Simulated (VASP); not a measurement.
Wanted: the native input for a VASP 6.6.1 run.

* Task: single point
* Functional: PBE
* Potentials or basis: VASP PAW PBE potentials, release 64 (Ti_sv, B)
* Cutoff: 500 eV
* k mesh: 9 × 9 × 7
* Occupations: methfessel-paxton, width 0.05 eV
* Spin: no spin polarisation
* Dipole correction: no
* Further INCAR settings: ALGO = Normal; EDIFF = 1e-06; NBANDS = 16

The structure of TiB2 lies in POSCAR:

```
TiB2
1.0
    3.0347445724      0.0000000000      0.0000000000
   -1.5173722862      2.6281658937      0.0000000000
    0.0000000000      0.0000000000      3.2170044488
Ti B
1 2
Direct
    0.0000000000      0.0000000000      0.0000000000
    0.3333333333      0.6666666667      0.5000000000
    0.6666666667      0.3333333333      0.5000000000
```

These files were run (other wordings do the same):

INCAR

```
PREC = Accurate ; ENCUT = 500
EDIFF = 1E-6 ; ISMEAR = 1
SIGMA = 0.05 ; LREAL = F
LASPH = T ; NELM = 120
ALGO = Normal ; ISIF = 2
LWAVE = F ; LCHARG = F
GGA = PE ; NBANDS = 16
GGA_COMPAT = F
```

KPOINTS

```
Automatic mesh
0
Gamma
  9 9 7
```

Potentials or basis: VASP PAW PBE potentials, release 64 (Ti_sv, B).

Run with:

```console
$ cat potpaw_PBE.64/Ti_sv/POTCAR potpaw_PBE.64/B/POTCAR > POTCAR
$ mpirun -np 1 vasp_std > vasp.out
```

Results of the run:

```
Pressure               : 0.1 GPa
Band gap on the k mesh : zero (band 9 reaches 10.39 eV, above the bottom of band 10 at 9.86 eV)
```

It took 15 s on 1 thread of Intel(R) Xeon(R) Platinum 8259CL CPU @ 2.50GHz (Skylake/Cascade Lake), on a shared host, peak memory 0.15 GiB.
